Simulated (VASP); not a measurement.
# NaI (P1) in VASP: a series of runs, part 2 of 2

VASP 6.6.1.

## Step 3: Single point, PBEsol

INCAR reads:

```
SYSTEM = NaI
PREC = Accurate ; ENCUT = 520
EDIFF = 1E-7 ; ISMEAR = -1
SIGMA = 0.146 ; LREAL = Auto
LASPH = .TRUE. ; NELM = 100
ALGO = Normal ; ISIF = 2
LWAVE = .FALSE. ; LCHARG = .FALSE.
GGA = PS ; NBANDS = 70
```

KPOINTS reads:

```
Automatic mesh
0
G
  2 2 2
  0 0 0
```

POSCAR reads:

```
NaI
1.0
    0.0000000000      6.4594410906      6.4594410906
    6.4594410906      0.0000000000      6.4594410906
    6.4594410906      6.4594410906      0.0000000000
Na I
8 8
Direct
    0.0224837564      0.0550930793     -0.1006855687
    0.0161049537     -0.0049810811      0.4906096295
   -0.0058190793      0.5408745046     -0.0459951559
   -0.0529068220      0.5195736679      0.5337470304
    0.4939431222     -0.0381804705      0.0243405734
    0.4905808344     -0.0418033072      0.5296486108
    0.5027589004      0.4221796378      0.0764542153
    0.4829831182      0.5766940123      0.5025425504
    0.2674533254      0.2508851737      0.2567717511
    0.2462867108      0.2465615024      0.7594242956
    0.2359518383      0.7557119775      0.2348323916
    0.2348529043      0.7370407800      0.7675446576
    0.7540786318      0.2349344903      0.2430940197
    0.7713510240      0.2607498817      0.7516115453
    0.7526905086      0.7675758522      0.2359798593
    0.7463697605      0.7412052270      0.7488099097
```

Potentials or basis: VASP PAW PBE potentials, release 64 (Na_pv, I).

Run with:

```bash
$ cat potpaw_PBE.64/Na_pv/POTCAR potpaw_PBE.64/I/POTCAR > POTCAR
$ mpirun -np 1 vasp_std > vasp.out
```

OUTCAR:

```text
SYSTEM = NaI
   PREC = Accurate
   ENCUT = 520
   EDIFF = 1E-7
   ISMEAR = -1
   LREAL = Auto
   LASPH = .TRUE.
   NELM = 100
   ISIF = 2
   GGA = PS

 ion  position               nearest neighbor table
   1  0.022  0.055  0.899-  14 2.62  10 2.76  12 3.03
   2  0.016  0.995  0.491-
   3  0.994  0.541  0.954-  12 2.84  16 2.94
   4  0.947  0.520  0.534-  16 2.83  14 2.83
   5  0.494  0.962  0.024-  11 3.01  15 3.07
   6  0.491  0.958  0.530-  16 3.08  12 3.08  15 3.17
   7  0.503  0.422  0.076-   9 2.65  13 2.73
   8  0.483  0.577  0.503-  12 2.81  15 3.02
[... 785 lines left out ...]
  Total        2.0039626      5.1696327      6.9879553     -0.7163934      1.9344048      0.1219569
  in kB        5.9564208     15.3658097     20.7704489     -2.1293513      5.7496728      0.3624951
  external PRESSURE =      14.0308932 kB  Pullay stress =       0.0000000 kB

 VOLUME and BASIS-vectors are now :
 -----------------------------------------------------------------------------
  energy-cutoff  :      520.00
  volume of cell :      539.03
      direct lattice vectors                 reciprocal lattice vectors
     0.000000000  6.459441091  6.459441091    -0.077406078  0.077406078  0.077406078
     6.459441091  0.000000000  6.459441091     0.077406078 -0.077406078  0.077406078
     6.459441091  6.459441091  0.000000000     0.077406078  0.077406078 -0.077406078

 POSITION                                       TOTAL-FORCE (eV/Angst)
 -----------------------------------------------------------------------------------
      6.16494      5.95430      0.50110         0.163657      1.359318     -0.638459
      9.59633      3.27309      6.53130         0.018724     -0.275595      0.010372
      9.65609     12.58419      9.91560        -0.000102      0.385307     -0.709454
      6.80386      9.56540      9.47385        -0.658852      0.031319      0.644672
      6.37004      3.34782      9.40341         0.115860     -0.219232      0.193701
      9.61065      6.59011      9.35829         0.168240     -0.157374      0.438793
[... 8 lines left out ...]
      6.48241      6.38626      9.82007        -0.081182      0.065363     -0.001766
      9.62466      9.65802      9.60890         0.599208     -0.154505      0.072749
 -----------------------------------------------------------------------------------
    total drift:                                0.001748     -0.001301     -0.003120

  FREE ENERGIE OF THE ION-ELECTRON SYSTEM (eV)
  ---------------------------------------------------
  free  energy   TOTEN  =       -43.5123791510 eV

  energy  without entropy=      -43.5123365929  energy(sigma->0) =      -43.51235787
```

OSZICAR:

```text
N       E                     dE             d eps       ncg     rms          rms(c)
DAV:   1     0.104433902035E+04    0.10443E+04   -0.49741E+04  1176   0.149E+03
DAV:   2     0.809702184958E+02   -0.96337E+03   -0.92186E+03  1256   0.371E+02
DAV:   3    -0.383440959775E+02   -0.11931E+03   -0.11854E+03  1350   0.144E+02
DAV:   4    -0.440253981885E+02   -0.56813E+01   -0.56683E+01  1290   0.300E+01
DAV:   5    -0.442992863321E+02   -0.27389E+00   -0.27375E+00  1568   0.687E+00    0.469E+00
DAV:   6    -0.436433307850E+02    0.65596E+00   -0.83793E-01  1280   0.348E+00    0.283E+00
DAV:   7    -0.435032541582E+02    0.14008E+00   -0.85215E-01  1368   0.317E+00    0.153E+00
DAV:   8    -0.435114706887E+02   -0.82165E-02   -0.58976E-02  1304   0.100E+00    0.794E-01
DAV:   9    -0.435127263138E+02   -0.12556E-02   -0.41660E-03  1360   0.283E-01    0.368E-01
DAV:  10    -0.435124691788E+02    0.25713E-03   -0.55677E-03  1224   0.250E-01    0.187E-01
DAV:  11    -0.435124251390E+02    0.44040E-04   -0.37890E-04  1376   0.671E-02    0.146E-01
DAV:  12    -0.435124038776E+02    0.21261E-04   -0.81867E-05  1408   0.270E-02    0.816E-02
DAV:  13    -0.435123764418E+02    0.27436E-04   -0.75361E-05  1296   0.423E-02    0.193E-02
DAV:  14    -0.435123782609E+02   -0.18190E-05   -0.42466E-05  1432   0.168E-02    0.255E-02
DAV:  15    -0.435123783980E+02   -0.13710E-06   -0.30220E-06  1152   0.695E-03    0.965E-03
DAV:  16    -0.435123792382E+02   -0.84024E-06   -0.38575E-06  1272   0.594E-03    0.781E-03
DAV:  17    -0.435123791077E+02    0.13053E-06   -0.50807E-07  1136   0.228E-03    0.587E-03
DAV:  18    -0.435123791510E+02   -0.43370E-07   -0.65570E-08   720   0.873E-04
   1 F= -.43512379E+02 E0= -.43512358E+02  d E =-.425581E-04
```

stdout:

```text
POSCAR found type information on POSCAR NaI
 POSCAR found :  2 types and      16 ions
 scaLAPACK will be used
 -----------------------------------------------------------------------------
|                                                                             |
|                                                                             |
|     You enforced a specific xc type in the INCAR file but a different       |
|     I HOPE YOU KNOW WHAT YOU ARE DOING!                                     |
|                                                                             |
 -----------------------------------------------------------------------------

 LDA part: xc-table for (Slater+PW92), standard interpolation
 POSCAR, INCAR and KPOINTS ok, starting setup
 FFT: planning ... GRIDC
 FFT: planning ... GRID_SOFT
 FFT: planning ... GRID
 WAVECAR not read
 entering main loop
```

Wall time 5.7 min (1 thread of Intel Xeon 6975P-C (Granite Rapids), shared host); peak memory 0.76 GiB.

Results:

| Property | Result |
| --- | --- |
| Free energy | -43.5124 eV |
| Pressure | 1.4 GPa |
| Largest force | 1.721 eV/Å |
| Band gap on the k mesh | 3.21 eV |

Forces on the atoms (eV/Å):
```
Na   0.164  1.359 -0.638
Na   0.019 -0.276  0.010
Na   0.000  0.385 -0.709
Na  -0.659  0.031  0.645
Na   0.116 -0.219  0.194
Na   0.168 -0.157  0.439
Na   0.098 -0.587  1.089
Na  -0.888 -0.039 -0.258
I   -0.033 -0.252 -1.402
I   -0.002  0.172  0.871
I    0.086  0.204 -0.114
I    0.327  0.085  0.360
I    0.123  0.909  0.239
I   -0.036 -1.526 -0.795
I   -0.081  0.065 -0.002
I    0.599 -0.155  0.073
```

Stress tensor (GPa, compression positive):
```
 0.60 -0.21  0.04
-0.21  1.54  0.57
 0.04  0.57  2.08
```

Caveat: the k points lie up to 0.42 Å⁻¹ apart; the PAW data sets were made with another functional, which shifts forces and pressure a little; spin-orbit coupling is left out, which moves the levels of the heavy elements.

## Step 4: Single point, PBEsol

INCAR reads:

```
PREC = Accurate ; ENCUT = 520
EDIFF = 1E-6 ; ISMEAR = -1
SIGMA = 0.146 ; LREAL = Auto
LASPH = True ; NELM = 100
ALGO = Normal ; ISIF = 2
LWAVE = False ; LCHARG = False
GGA = PS ; NBANDS = 70
```

KPOINTS reads:

```
regular mesh
0
Gamma
  2 2 2
```

POSCAR reads:

```
NaI
1.0
    0.0000000000      6.4594410906      6.4594410906
    6.4594410906      0.0000000000      6.4594410906
    6.4594410906      6.4594410906      0.0000000000
Na I
8 8
Direct
    0.0400833441      0.0560684733     -0.1175002588
    0.0195249091     -0.0024932498      0.4815175116
   -0.0135858503      0.5438391574     -0.0514871171
   -0.0585080806      0.5283717975      0.5311537720
    0.4885636320     -0.0486512681      0.0318295340
    0.4877575251     -0.0502633270      0.5374344237
    0.5094040574      0.4098287240      0.0914468437
    0.4833252531      0.5973402259      0.4937402409
    0.2718458881      0.2481987958      0.2630923444
    0.2473631197      0.2467958880      0.7621135375
    0.2289351322      0.7579248624      0.2284050554
    0.2277394405      0.7321225527      0.7763252934
    0.7588806727      0.2259799230      0.2418723196
    0.7759891188      0.2678135733      0.7503689456
    0.7544419760      0.7759337735      0.2289141552
    0.7426733881      0.7390639427      0.7492460930
```

Potentials or basis: VASP PAW PBE potentials, release 64 (Na_pv, I).

Run with:

```bash
$ cat potpaw_PBE.64/Na_pv/POTCAR potpaw_PBE.64/I/POTCAR > POTCAR
$ mpirun -np 1 vasp_std > vasp.out
```

OUTCAR:

```text
PREC = Accurate
   ENCUT = 520
   EDIFF = 1E-6
   ISMEAR = -1
   LREAL = Auto
   LASPH = True
   NELM = 100
   ISIF = 2
   GGA = PS

 ion  position               nearest neighbor table
   1  0.040  0.056  0.882-  14 2.63  10 2.67  12 2.96
   2  0.020  0.998  0.482-
   3  0.986  0.544  0.949-  12 2.81  16 2.88  10 3.17
   4  0.941  0.528  0.531-  16 2.77  14 2.79
[... 788 lines left out ...]
  -------------------------------------------------------------------------------------
  Total        2.9979557      6.9160037      9.5520296     -0.9863085      2.7778189      0.3350938
  in kB        8.9108876     20.5565854     28.3917014     -2.9316258      8.2565705      0.9960064
  external PRESSURE =      19.2863915 kB  Pullay stress =       0.0000000 kB

 VOLUME and BASIS-vectors are now :
 -----------------------------------------------------------------------------
  energy-cutoff  :      520.00
  volume of cell :      539.03
      direct lattice vectors                 reciprocal lattice vectors
     0.000000000  6.459441091  6.459441091    -0.077406078  0.077406078  0.077406078
     6.459441091  0.000000000  6.459441091     0.077406078 -0.077406078  0.077406078
     6.459441091  6.459441091  0.000000000     0.077406078  0.077406078 -0.077406078

 POSITION                                       TOTAL-FORCE (eV/Angst)
 -----------------------------------------------------------------------------------
      6.06263      5.95937      0.62109         0.133991      1.119025     -0.937744
      9.55367      3.23645      6.56946         0.088745     -0.249082     -0.006342
      9.63976     12.49855      9.88458        -0.007290      0.485822     -0.766509
      6.84394      9.51247      9.49450        -0.825903      0.024848      0.736376
      6.35078      3.36145      9.30103         0.123927     -0.261399      0.328062
      9.60629      6.62217      9.28541         0.205977     -0.198762      0.488357
[... 8 lines left out ...]
      6.49076      6.35193      9.88537        -0.097408      0.058987     -0.024962
      9.61365      9.63697      9.57120         0.783059     -0.209772      0.094951
 -----------------------------------------------------------------------------------
    total drift:                                0.003276     -0.004319     -0.001135

  FREE ENERGIE OF THE ION-ELECTRON SYSTEM (eV)
  ---------------------------------------------------
  free  energy   TOTEN  =       -42.8853568965 eV

  energy  without entropy=      -42.8853059382  energy(sigma->0) =      -42.88533142
```

stdout:

```text
POSCAR found type information on POSCAR NaI
 POSCAR found :  2 types and      16 ions
 scaLAPACK will be used
 -----------------------------------------------------------------------------
|                                                                             |
|                                                                             |
|     You enforced a specific xc type in the INCAR file but a different       |
|     I HOPE YOU KNOW WHAT YOU ARE DOING!                                     |
|                                                                             |
 -----------------------------------------------------------------------------

 LDA part: xc-table for (Slater+PW92), standard interpolation
 POSCAR, INCAR and KPOINTS ok, starting setup
 FFT: planning ... GRIDC
 FFT: planning ... GRID_SOFT
 FFT: planning ... GRID
 WAVECAR not read
 entering main loop
```

Wall time 5.2 min (1 thread of Intel Xeon 6975P-C (Granite Rapids), shared host); peak memory 0.75 GiB.

What came out:

```yaml
Free_energy: -42.8854 eV
Pressure: 1.9 GPa
Largest_force: 1.739 eV/Å
Band_gap_on_the_k_mesh: 3.14 eV
```

Forces on the atoms (eV/Å):
```
Na   0.134  1.119 -0.938
Na   0.089 -0.249 -0.006
Na  -0.007  0.486 -0.767
Na  -0.826  0.025  0.736
Na   0.124 -0.261  0.328
Na   0.206 -0.199  0.488
Na   0.104 -1.019  1.180
Na  -0.876  0.004 -0.369
I   -0.051 -0.323 -1.646
I    0.058  0.269  1.213
I    0.099  0.292 -0.151
I    0.174  0.076  0.439
I    0.116  1.388  0.372
I   -0.028 -1.456 -0.951
I   -0.097  0.059 -0.025
I    0.783 -0.210  0.095
```

Levels at points of the mesh, in eV from the valence-band top:
```
           k point  band 53  band 54  band 55  band 56  band 57  band 58  band 59  band 60
(0.00, 0.00, 0.00)    -0.43    -0.19    -0.10     0.00     3.14     4.15     4.17     4.22
(0.50, 0.00, 0.00)    -0.39    -0.34    -0.23    -0.14     4.27     4.39     4.86     4.91
(0.00, 0.50, 0.00)    -0.54    -0.48    -0.21    -0.07     4.12     4.62     4.71     4.81
(0.00, 0.00, 0.50)    -0.54    -0.49    -0.22    -0.10     4.34     4.45     4.81     4.94
(0.50, 0.50, 0.50)    -0.54    -0.47    -0.20    -0.09     4.23     4.54     4.88     4.94
(0.50, 0.50, 0.00)    -0.56    -0.38    -0.34    -0.14     4.72     4.82     5.26     5.40
(0.00, 0.50, 0.50)    -0.52    -0.44    -0.38    -0.25     4.64     4.87     5.27     5.31
(0.50, 0.00, 0.50)    -0.59    -0.43    -0.26    -0.14     4.60     4.87     5.15     5.32
```

Caveat: the k points lie up to 0.42 Å⁻¹ apart; the PAW data sets were made with another functional, which shifts forces and pressure a little; spin-orbit coupling is left out, which moves the levels of the heavy elements.

## Step 5: Summary

```csv
cell,gap on the mesh (eV),pressure (GPa),largest force (eV/Å)
"as given, atomic positions A",3.38,0.2,0.67
"as given, atomic positions B",3.21,1.4,1.72
"as given, atomic positions C",3.14,1.9,1.74
```

Alike in all rows: task single point; level PBEsol; potentials or basis VASP PAW PBE potentials, release 64 (Na_pv, I); no spin polarisation; k mesh 2 × 2 × 2; cutoff (eV) 520; smearing fermi-dirac 0.146 eV.

Caveats: all runs use coarse meshes; the PAW data sets were made with another functional, which shifts forces and pressure a little; spin-orbit coupling is left out, which moves the levels of the heavy elements.

Absolute energies hang on the potentials; compare differences alone.
